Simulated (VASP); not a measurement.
Here is a VASP 6.6.1 calculation.

File INCAR:

```
SYSTEM = Pt
PREC = Accurate
ENCUT = 520
EDIFF = 1E-6
ISMEAR = -1
SIGMA = 0.15
LREAL = .FALSE.
LASPH = .TRUE.
NELM = 60
ALGO = Fast
ISIF = 2
LWAVE = .FALSE.
LCHARG = .FALSE.
GGA = PS
NBANDS = 11
```

KPOINTS

```
Automatic mesh
0
G
  20 20 20
  0 0 0
```

POSCAR

```
Pt
1.0
    0.0000000000      1.9738866690      1.9738866690
    1.9738866690      0.0000000000      1.9738866690
    1.9738866690      1.9738866690      0.0000000000
Pt
1
Direct
    0.0000000000      0.0000000000      0.0000000000
```

Potentials or basis: VASP PAW PBE potentials, release 64 (Pt).

Command:

```sh
$ cat potpaw_PBE.64/Pt/POTCAR > POTCAR
$ mpirun -np 1 vasp_std > vasp.out
```

Q: What does it give for the band gap on the k mesh?

A: Zero (band 5 reaches 11.20 eV, above the bottom of band 6 at 9.04 eV).

Q: Estimate the pressure.

A: -5.8 GPa.

Caveat: the PAW data sets were made with another functional, which shifts forces and pressure a little; spin-orbit coupling is left out, which moves the levels of the heavy elements.
